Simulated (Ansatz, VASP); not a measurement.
**Two plane-wave programs on Pd**

File INCAR:

```
SYSTEM = Pd
PREC = Accurate
ENCUT = 520
EDIFF = 1E-6
ISMEAR = -1
SIGMA = 0.05
LREAL = .FALSE.
LASPH = .TRUE.
NELM = 150
ALGO = Normal
ISIF = 2
LWAVE = .FALSE.
LCHARG = .TRUE.
ISPIN = 2
MAGMOM = 0.5
LORBIT = 11
LMAXMIX = 4
LELF = .TRUE.
LVHAR = .TRUE.
NBANDS = 15
```

The input KPOINTS:

```
regular mesh
0
G
  14 14 14
  0 0 0
```

Contents of POSCAR:

```
Pd
1.0
    0.0000000000      1.9202771092      1.9202771092
    1.9202771092      0.0000000000      1.9202771092
    1.9202771092      1.9202771092      0.0000000000
Pd
1
Direct
    0.0000000000      0.0000000000      0.0000000000
```

Input for Ansatz:

```yaml
crystal:
  lattice:
    - [0.0, 1.9202771092, 1.9202771092]
    - [1.9202771092, 0.0, 1.9202771092]
    - [1.9202771092, 1.9202771092, 0.0]
  atoms:
    - { symbol: Pd, position: [0.0, 0.0, 0.0], spin: 0.5 }
hamiltonian:
  xc: lda
  pseudopotentials:
    kind: paw
    azcp:
      Pd: "pseudopotentials/Pd.paw.azcp"
basis:
  ecutwfc: 600
  fft_grid_basis: typed
kpoints:
  mp_grid: { grid: [14, 14, 14], shift: [0, 0, 0] }
magnetization:
  spin_polarized: true
scf:
  occupations: { method: fermi_dirac, width: 0.05 }
  lower_state_search: "off"
output:
  stress: true
  write_density: true
  write_potential: true
  elf: true
  volumetric_format: npy
```

Alike in both runs: task single point; functional LDA; k mesh 14 × 14 × 14; occupations fermi-dirac, width 0.05 eV; collinear spin.

```csv
,VASP,Ansatz
version,VASP 6.6.1,Ansatz 0.2.0
potentials or method,"VASP PAW LDA potentials, release 64 (Pd), cutoff 520 eV","plane waves (600 eV) with PAW, scalar-relativistic"
valence electrons in the cell,10,18
```

```csv
,VASP,Ansatz,Ansatz less VASP
pressure (GPa),0.3,-0.1,-0.39
net moment per atom (μB),0.01,0.00,-0.012
```

Ansatz warns that its potentials were made for another functional, while VASP's fit it. LDA's correlation is that of Perdew and Zunger in VASP and of Perdew and Wang (1992) in Ansatz. VASP's potentials hold 10 valence electrons a cell and Ansatz's 18, so a difference there can come from the potentials and not from the codes. Ansatz's warnings: seeded moment not kept.
